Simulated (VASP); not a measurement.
AlGaN2, 4 atoms in the cell. Symmetry: P-4m2, No. 115, tetragonal system. The conventional cell has a = 3.030 Å, b = 3.030 Å, c = 4.264 Å, α = 90.00°, β = 90.00°, γ = 90.00°. Within 2.4 Å of Al (site symmetry -4m2) lie 4 N at 1.83 Å. Within 2.5 Å of Ga (site symmetry -4m2) lie 4 N at 1.88 Å. N (site symmetry 2mm) has 2 Al at 1.83 Å and 2 Ga at 1.88 Å within 2.4 Å. 

```yaml
Program: VASP 6.6.1
Task: single point
Functional: LDA
Potentials_or_basis: VASP PAW LDA potentials, release 64 (Al, Ga_d, N)
Cutoff: 520 eV
k_mesh: 8 × 8 × 6
Occupations: gaussian, width 0.05 eV
Spin: no spin polarisation
Dipole_correction: no
Further_INCAR_settings: ALGO = Normal; EDIFF = 1e-07; NBANDS = 21
```

Potentials or basis: VASP PAW LDA potentials, release 64 (Al, Ga_d, N).

Run with:

```bash
$ cat potpaw_LDA.64/Al/POTCAR potpaw_LDA.64/Ga_d/POTCAR potpaw_LDA.64/N/POTCAR > POTCAR
$ mpirun -np 1 vasp_std > vasp.out
```

Hardware: 1 thread of Intel Xeon 8259CL (shared host).

Q: Estimate the wall time of this run.

A: Wall time 52 s on 1 thread of Intel Xeon 8259CL, with other jobs on the host, peak memory 0.17 GiB. Counts: scf iterations 14, k points 60.
